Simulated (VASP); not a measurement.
Write the native input for VASP 6.6.1 that does the following.

* Task: single point
* Functional: revPBE
* Potentials or basis: VASP PAW PBE potentials, release 64 (Te)
* Cutoff: 520 eV
* k mesh: 16 × 16 × 16
* Occupations: fermi-dirac, width 0.1 eV
* Spin: no spin polarisation
* Dipole correction: no
* Further INCAR settings: ALGO = Normal; EDIFF = 1e-06; NBANDS = 9

The structure of Te lies in POSCAR:

```
Te
1.0
    3.2221093115      0.0000000000      0.0000000000
    0.0000000000      3.2221093115      0.0000000000
    0.0000000000      0.0000000000      3.2221093115
Te
1
Direct
    0.0000000000      0.0000000000      0.0000000000
```

These files were run (other wordings do the same):

INCAR

```
PREC = Accurate
ENCUT = 520
EDIFF = 1E-6
ISMEAR = -1
SIGMA = 0.1
LREAL = False
LASPH = True
NELM = 60
ALGO = Normal
ISIF = 2
LWAVE = False
LCHARG = True
GGA = RE
LELF = True
LVHAR = True
NBANDS = 9
```

KPOINTS

```
regular mesh
0
Gamma
  16 16 16
```

Potentials or basis: VASP PAW PBE potentials, release 64 (Te).

The run is started by

```console
$ cat potpaw_PBE.64/Te/POTCAR > POTCAR
$ mpirun -np 1 vasp_std > vasp.out
```

Results of the run:

| Quantity | Value |
| --- | --- |
| Pressure | -0.1 GPa |
| Band gap on the k mesh | zero (band 3 reaches 8.68 eV, above the bottom of band 4 at 3.32 eV) |

Caveat: the PAW data sets were made with another functional, which shifts forces and pressure a little; spin-orbit coupling is left out, which moves the levels of the heavy elements.

Wall time 16 s on 1 thread of Intel(R) Xeon(R) Platinum 8259CL CPU @ 2.50GHz (Skylake/Cascade Lake), with other jobs on the host, peak memory 0.17 GiB.
